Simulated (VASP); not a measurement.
The system is FeGe.

```
Ge Fe
1.0
     4.99760    0.00000    0.00000
    -2.49880    4.32805    0.00000
     0.00000    0.00000    4.11576
Ge Fe
3 3
Cartesian
  2.4988 1.4427 2.0579
  0.0000 2.8854 2.0579
  0.0000 0.0000 0.0000
  -1.2494 2.1640 0.0000
  1.2494 2.1640 0.0000
  2.4988 0.0000 0.0000
```

Base run:

| Quantity | Value |
| --- | --- |
| Program | VASP 6.6.1 |
| Functional | PBE |
| Potentials or basis | VASP PAW PBE potentials, release 64 (Ge_d, Fe) |
| Cutoff | 520 eV |
| k mesh | 6 × 6 × 7 |
| Occupations | fermi-dirac, width 0.05 eV |
| Spin | collinear spin, ferromagnetic start |
| Starting moments | [0.0, 0.0, 0.0, 4.5, 4.5, 4.5] μB |

Its results: pressure -3.9 GPa.

Problem. The run is repeated on the same cell with these changes: spin from collinear spin, ferromagnetic start to no spin polarisation; further incar settings from ALGO = Normal; EDIFF = 1e-06; NBANDS = 46 to ALGO = Normal; EDIFF = 1e-06; NBANDS = 42. What comes out?

Solution. Pressure -6.8 GPa.

Caveats: the moment fell far below its start of 4.5 μB, so a state of higher moment may lie lower in energy (some runs).
